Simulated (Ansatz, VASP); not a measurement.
**AlN in VASP and in Ansatz**

File INCAR:

```
SYSTEM = AlN
PREC     = Accurate       ! precision mode
ENCUT    = 600            ! plane-wave cutoff, eV
EDIFF    = 1E-6           ! SCF threshold, eV
ISMEAR   = 0              ! smearing method
SIGMA    = 0.02           ! smearing width, eV
LREAL    = .False.        ! projectors in reciprocal space
LASPH    = .True.         ! aspherical terms in the spheres
NELM     = 60             ! most SCF steps
ALGO     = Normal         ! electronic algorithm
ISIF     = 3              ! what is computed and relaxed
LWAVE    = .False.        ! write WAVECAR
LCHARG   = .False.        ! write CHGCAR
GGA      = PE             ! functional
IBRION   = 2              ! ionic algorithm
NSW      = 100            ! ionic steps
EDIFFG   = -0.01          ! ionic threshold
```

KPOINTS

```
Automatic mesh
0
Gamma
  16 16 16
  0 0 0
```

File POSCAR:

```
AlN
1.0
   -1.4080415634      1.6005173318      4.9760201918
    1.4080415634     -1.6005173318      4.9760201918
    1.4080415634      1.6005173318     -4.9760201918
Al N
2 2
Direct
    0.5557610631      0.5557610631      0.0000000000
    0.8155754696      0.8155754696      0.0000000000
    0.9474381707      0.4474381707      0.5000000000
    0.6812252967      0.1812252967      0.5000000000
```

Input for Ansatz:

```yaml
crystal:
  lattice:
    - [-1.4080415634, 1.6005173318, 4.9760201918]
    - [1.4080415634, -1.6005173318, 4.9760201918]
    - [1.4080415634, 1.6005173318, -4.9760201918]
  atoms:
    - { symbol: Al, position: [0.5557610631, 0.5557610631, 0.0] }
    - { symbol: Al, position: [0.8155754696, 0.8155754696, 0.0] }
    - { symbol: "N", position: [0.9474381707, 0.4474381707, 0.5] }
    - { symbol: "N", position: [0.6812252967, 0.1812252967, 0.5] }
basis:
  ecutwfc: 420
kpoints:
  mp_grid: { grid: [16, 16, 16] }
hamiltonian:
  xc: pbe
scf:
  occupations: { method: gaussian, width: 0.02 }
output:
  forces: true
  stress: true
  eigenvalues: true
  write_density: true
  write_potential: true
  elf: true
  volumetric_format: npy
relax:
  adjacent_minimum: "off"
  f_tol: 0.01
  max_steps: 80
  cell: { stress_tol: 0.05 }
```

Alike in both runs: task relaxation of cell and atoms; functional PBE; k mesh 16 × 16 × 16; occupations gaussian, width 0.02 eV; no spin polarisation.

```csv
,VASP,Ansatz
version,VASP 6.6.1,Ansatz 0.2.0
potentials or method,"VASP PAW PBE potentials, release 64 (Al, N), cutoff 600 eV","scalar-relativistic, plane waves, PAW"
valence electrons in the cell,16,16
```

Ansatz gave:

- gap on the k mesh at the Fermi level, each at its own relaxed structure (eV): 0.38
- relaxed volume (Å³/atom): 11.24
- relaxed length of the cell vector where the two differ most in proportion (Å): 5.414

Q: Estimate VASP's values.

A: gap on the k mesh at the Fermi level, each at its own relaxed structure (eV): 0.36; relaxed volume (Å³/atom): 11.21; relaxed length of the cell vector where the two differ most in proportion (Å): 5.410.
